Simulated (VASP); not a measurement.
## ZnF2: single point with PBE

ZnF2:

```
Zn F
1.0
     4.89418    0.00000    0.00000
     0.00000    4.89418    0.00000
     0.00000    0.00000    3.23777
Zn F
2 4
Direct
  0.00000 0.00000 0.00000
  0.50000 0.50000 0.50000
  0.30438 0.30438 0.00000
  0.19562 0.80438 0.50000
  0.69562 0.69562 0.00000
  0.80438 0.19562 0.50000
```

```
Program             : VASP 6.6.1
Task                : single point
Functional          : PBE
Potentials or basis : VASP PAW PBE potentials, release 64 (Zn, F)
Cutoff              : 600 eV
k mesh              : 4 × 4 × 6
Occupations         : gaussian, width 0.01 eV
Spin                : no spin polarisation
```

* Pressure: -5.0 GPa
* Largest force: 0.085 eV/Å
* Band gap on the k mesh: 3.32 eV (least direct gap 3.36 eV)

Forces in eV/Å, atoms in the order of the input:
```
Zn   0.000  0.000  0.000
Zn   0.000  0.000  0.000
F    0.060  0.060  0.000
F   -0.060  0.060  0.000
F   -0.060 -0.060  0.000
F    0.060 -0.060  0.000
```

Stress tensor (GPa, compression positive):
```
-4.67  0.00  0.00
 0.00 -4.67  0.00
 0.00  0.00 -5.67
```

Levels at points of the mesh, in eV from the valence-band top:
```
           k point  band 23  band 24  band 25  band 26  band 27  band 28  band 29  band 30
(0.00, 0.00, 0.00)    -0.64    -0.21    -0.21    -0.03     3.32     8.62     9.58     9.58
(0.50, 0.00, 0.00)    -0.48    -0.48    -0.26    -0.26     5.75     5.75    10.41    10.41
(0.50, 0.50, 0.00)    -0.84    -0.84    -0.22    -0.22     6.49     6.49     9.06     9.06
(0.00, 0.00, 0.50)    -1.02    -1.02    -0.94    -0.94     7.71     7.71    11.48    11.48
(0.50, 0.00, 0.50)    -0.94    -0.94     0.00     0.00     8.10     8.10    10.12    10.12
(0.50, 0.50, 0.50)    -0.96    -0.96    -0.70    -0.70     7.55     7.55    11.39    11.39
```

Wall time 67 s on 1 thread of AMD EPYC 9R14 (Zen 4), with other jobs on the host, peak memory 0.2 GiB.

Caveat: the cell stands under tension. A hybrid or GW would open this gap; PBE tends to underestimate it.
